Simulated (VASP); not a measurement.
# Pt in VASP: single point with PBE+D4

Aim: the single point of Pt with PBE+D4.

Everything below comes from runs of VASP 6.6.1. Logs are shortened: lines on timing, memory, paths and dates and some standing lists are left out, and cuts for length are marked.

### 1 The cell of the first run

The cell holds a slab with vacuum, 16 atoms: a = 5.549 Å, b = 5.549 Å, c = 26.797 Å, α = 90.00°, β = 90.00°, γ = 60.00°.

### 2 Single point, PBE+D4

File INCAR:

```
PREC = Accurate
ENCUT = 520
EDIFF = 1E-6
ISMEAR = 0
SIGMA = 0.1
LREAL = Auto
LASPH = T
NELM = 80
ALGO = Normal
ISIF = 2
LWAVE = F
LCHARG = F
LDIPOL = T
IDIPOL = 3
DIPOL = 0.5 0.5 0.500
GGA = PE
IVDW = 13
NBANDS = 94
```

File KPOINTS:

```
regular mesh
0
Gamma
  6 6 1
```

File POSCAR:

```
Pt
1.0
    5.5493740188      0.0000000000      0.0000000000
    2.7746870094      4.8058988753      0.0000000000
    0.0000000000      0.0000000000     26.7965673689
Pt
16
Direct
    0.0000000000      0.0000000000      0.3731821267
    0.5000000000      0.0000000000      0.3731821267
    0.0000000000      0.5000000000      0.3731821267
    0.5000000000      0.5000000000      0.3731821267
    0.1666666667      0.1666666667      0.4577273756
    0.6666666667      0.1666666667      0.4577273756
    0.1666666667      0.6666666667      0.4577273756
    0.6666666667      0.6666666667      0.4577273756
   -0.1666666667      0.3333333333      0.5422726244
    0.3333333333      0.3333333333      0.5422726244
   -0.1666666667      0.8333333333      0.5422726244
    0.3333333333      0.8333333333      0.5422726244
    0.0000000000      0.0000000000      0.6268178733
    0.5000000000      0.0000000000      0.6268178733
    0.0000000000      0.5000000000      0.6268178733
    0.5000000000      0.5000000000      0.6268178733
```

Potentials or basis: VASP PAW PBE potentials, release 64 (Pt).

Started as:

```bash
> cat potpaw_PBE.64/Pt/POTCAR > POTCAR
> mpirun -np 1 vasp_std > vasp.out
```

OUTCAR:

```text
PREC = Accurate
   ENCUT = 520
   EDIFF = 1E-6
   ISMEAR = 0
   LREAL = Auto
   LASPH = T
   NELM = 80
   ISIF = 2
   GGA = PE
   IVDW = 13

 ion  position               nearest neighbor table
   1  0.000  0.000  0.373-   3 2.77   3 2.77   4 2.77   4 2.77   2 2.77   2 2.77   7 2.77   6 2.77
                             5 2.77
   2  0.500  0.000  0.373-   4 2.77   3 2.77   4 2.77   3 2.77   1 2.77   1 2.77   8 2.77   5 2.77
                             6 2.77
   3  0.000  0.500  0.373-   1 2.77   1 2.77   2 2.77   2 2.77   4 2.77   4 2.77   5 2.77   8 2.77
                             7 2.77
   4  0.500  0.500  0.373-   2 2.77   1 2.77   2 2.77   1 2.77   3 2.77   3 2.77   6 2.77   7 2.77
                             8 2.77
   5  0.167  0.167  0.458-  10 2.77  12 2.77   9 2.77   7 2.77   7 2.77   8 2.77   8 2.77   6 2.77
                             6 2.77   3 2.77   2 2.77   1 2.77
   6  0.667  0.167  0.458-   9 2.77  11 2.77  10 2.77   8 2.77   7 2.77   8 2.77   7 2.77   5 2.77
                             5 2.77   4 2.77   1 2.77   2 2.77
   7  0.167  0.667  0.458-  12 2.77  10 2.77  11 2.77   5 2.77   5 2.77   6 2.77   6 2.77   8 2.77
                             8 2.77   1 2.77   4 2.77   3 2.77
   8  0.667  0.667  0.458-  11 2.77   9 2.77  12 2.77   6 2.77   5 2.77   6 2.77   5 2.77   7 2.77
                             7 2.77   2 2.77   3 2.77   4 2.77
   9  0.833  0.333  0.542-   6 2.77   8 2.77   5 2.77  11 2.77  11 2.77  12 2.77  12 2.77  10 2.77
[... 22 lines left out ...]
 A1 = (  -2.7746870094,  -4.8058988753,   0.0000000000)
 A2 = (   5.5493740188,   0.0000000000,   0.0000000000)
 A3 = (   0.0000000000,   0.0000000000,  26.7965673689)

Analysis of symmetry for initial positions (statically):
=====================================================================
 Subroutine PRICEL returns following result:

  LATTYP: Found a hexagonal cell.
 ALAT       =     2.7746870094
 C/A-ratio  =     9.6575099384

  Lattice vectors:

 A1 = (  -1.3873435047,  -2.4029494376,   0.0000000000)
 A2 = (   2.7746870094,   0.0000000000,   0.0000000000)
 A3 = (   0.0000000000,   0.0000000000,  26.7965673689)

   4 primitive cells build up your supercell.

 Routine SETGRP: Setting up the symmetry group for a
 hexagonal supercell.

 Subroutine GETGRP returns: Found 12 space group operations
 (whereof 12 operations were pure point group operations)
 out of a pool of 24 trial point group operations.

The static configuration has the point symmetry D_3d.

Analysis of symmetry for dynamics (positions and initial velocities):
=====================================================================
 Subroutine PRICEL returns following result:

  LATTYP: Found a hexagonal cell.
 ALAT       =     2.7746870094
 C/A-ratio  =     9.6575099384

[... 118 lines left out ...]
   IALGO  =     38    algorithm
   IMIX   =      4    mixing-type and parameters
     AMIX     =   0.40;   BMIX     =  1.00
     AMIX_MAG =   1.60;   BMIX_MAG =  1.00
  volume/ion in A,a.u.               =      44.67       301.42
  Fermi-wavevector in a.u.,A,eV,Ry     =   0.994067  1.878514 13.444852  0.988169
  Thomas-Fermi vector in A             =   2.125992
   LORBIT       =      0    0 simple, 1 ext, 2 COOP (PROOUT), +10 PAW based schemes
   GGA     = PE    functional components
   LHFCALC =     F    Hartree Fock is set to
   AEXX    =    0.0000 exact exchange contribution
   IVDW    =    13    specifies the selected vdW correction
   LEPSILON=     F    determine dielectric tensor
   LRPA    =     F    only Hartree local field effects (RPA)
 non-spin polarized calculation
 Gauss-broadening in eV      SIGMA  =   0.10
  energy-cutoff  :      520.00
  volume of cell :      714.66
 maximum number of plane-waves:     19286
 NGX is ok and might be reduce to    42
   NGX = 21   NGY = 21   NGZ = 99

 dipolmoment           0.000000      0.000000     -0.000000 electrons x Angstroem

 number of electron     160.0000008 magnetization

 dipolmoment           0.000000      0.000000      0.000000 electrons x Angstroem

 Free energy of the ion-electron system (eV)
  ---------------------------------------------------
  ext. energy  EPLUGINS =         0.00000000
  ---------------------------------------------------
  free energy    TOTEN  =       -92.96869374 eV

  energy without entropy =      -92.85293656  energy(sigma->0) =      -92.91081515

 E-fermi :  -0.0169     XC(G=0):  -5.2612

 val. band max:       -0.0915079177   @ k =   0.5000   0.1667   0.0000
 cond. band min:      -0.0163923587   @ k =   0.0000   0.0000   0.0000
 fundamental gap:      0.0751155590
 Fermi energy:        -0.0169351437

 k-point     1 :       0.0000    0.0000    0.0000
  band No.  band energies     occupation
      1      -9.6223      2.00000
      2      -8.2826      2.00000
      3      -7.1273      2.00000
      4      -7.0824      2.00000
      5      -6.8477      2.00000
      6      -6.8477      2.00000
[... 654 lines left out ...]
     91       2.9625      0.00000
     92       2.9625      0.00000
 [bands above 92 left out]

------------------------ aborting loop because EDIFF is reached ----------------------------------------

 vacuum level on the upper side and lower side of the slab       (xc-potential included)        -0.128        -0.128

  DFT-D4 for vdW energy calculation

  Edisp (eV):   -9.72327

  FORCE on cell =-STRESS in cart. coord.  units (eV):
  Direction    XX          YY          ZZ          XY          YZ          ZX
  --------------------------------------------------------------------------------------
  -------------------------------------------------------------------------------------
  Total     -15.13103   -15.13103     2.81718    -0.00000     0.00000    -0.00000
  in kB     -33.92198   -33.92198     6.31579    -0.00000     0.00000    -0.00000
  external pressure =      -20.51 kB  Pullay stress =        0.00 kB

 VOLUME and BASIS-vectors are now :
 -----------------------------------------------------------------------------
  energy-cutoff  :      520.00
  volume of cell :      714.66
      direct lattice vectors                 reciprocal lattice vectors
     5.549374019  0.000000000  0.000000000     0.180200505 -0.104038810  0.000000000
     2.774687009  4.805898875  0.000000000     0.000000000  0.208077620  0.000000000
     0.000000000  0.000000000 26.796567369     0.000000000  0.000000000  0.037318213

 POSITION                                       TOTAL-FORCE (eV/Angst)
 -----------------------------------------------------------------------------------
      0.00000      0.00000     10.00000         0.000000     -0.000000     -0.213499
      2.77469      0.00000     10.00000         0.000000      0.000000     -0.213499
      1.38734      2.40295     10.00000         0.000000      0.000000     -0.213499
      4.16203      2.40295     10.00000         0.000000      0.000000     -0.213499
      1.38734      0.80098     12.26552        -0.000000     -0.000000      0.298690
      4.16203      0.80098     12.26552        -0.000000     -0.000000      0.298690
[... 8 lines left out ...]
      1.38734      2.40295     16.79657        -0.000000      0.000000      0.213499
      4.16203      2.40295     16.79657         0.000000      0.000000      0.213499
 -----------------------------------------------------------------------------------
    total drift:                               -0.000000     -0.000000      0.000000

  FREE ENERGIE OF THE ION-ELECTRON SYSTEM (eV)
  ---------------------------------------------------
  free  energy   TOTEN  =      -102.6919654782 eV

  energy  without entropy=     -102.5762082942  energy(sigma->0) =     -102.63408689

 vacuum level on the upper side and lower side of the slab         5.543         5.543
```

OSZICAR:

```text
N       E                     dE             d eps       ncg     rms          rms(c)
DAV:   1     0.114646148586E+04    0.11465E+04   -0.70127E+04  1316   0.145E+03
DAV:   2    -0.440697950689E+01   -0.11509E+04   -0.10684E+04  1556   0.292E+02
DAV:   3    -0.943522274886E+02   -0.89945E+02   -0.80768E+02  1584   0.731E+01
[... 16 lines left out ...]
DAV:  20    -0.929686700019E+02   -0.15368E-04   -0.10297E-06   974   0.298E-03    0.624E-03
DAV:  21    -0.929686842471E+02   -0.14245E-04   -0.11045E-06   908   0.378E-03    0.233E-03
DAV:  22    -0.929686902815E+02   -0.60344E-05   -0.40628E-07   838   0.284E-03    0.130E-03
DAV:  23    -0.929686932258E+02   -0.29442E-05   -0.19898E-07   830   0.907E-04    0.175E-03
DAV:  24    -0.929686937417E+02   -0.51591E-06   -0.31613E-08   754   0.744E-04
   1 F= -.10269197E+03 E0= -.10263409E+03  d E =-.115757E+00
```

Wall time 15 min (1 thread of Intel Xeon Platinum 8375C at 2.90GHz (Ice Lake), shared host); peak memory 0.82 GiB.

What came out:

| Property | Result |
| --- | --- |
| Free energy | -102.6920 eV |
| Largest force | 0.299 eV/Å |
| Band gap on the k mesh | zero (band 80 reaches 0.55 eV, above the bottom of band 81 at -0.29 eV) |
| Dispersion energy per atom | -0.608 eV |

Forces in eV/Å, atoms in the order of the input:
```
Pt   0.000  0.000 -0.213
Pt   0.000  0.000 -0.213
Pt   0.000  0.000 -0.213
Pt   0.000  0.000 -0.213
Pt   0.000  0.000  0.299
Pt   0.000  0.000  0.299
Pt   0.000  0.000  0.299
Pt   0.000  0.000  0.299
Pt   0.000  0.000 -0.299
Pt   0.000  0.000 -0.299
Pt   0.000  0.000 -0.299
Pt   0.000  0.000 -0.299
Pt   0.000  0.000  0.213
Pt   0.000  0.000  0.213
Pt   0.000  0.000  0.213
Pt   0.000  0.000  0.213
```

Levels at points of the mesh, in eV from the Fermi level:
```csv
k point,band 77,band 78,band 79,band 80,band 81,band 82
"(0.00, 0.00, 0.00)",0.28,0.28,0.57,0.57,0.57,0.60
"(0.50, 0.00, 0.00)",-0.31,-0.31,0.07,0.07,0.07,0.07
```

Caveat: spin-orbit coupling is left out, which moves the levels of the heavy elements.
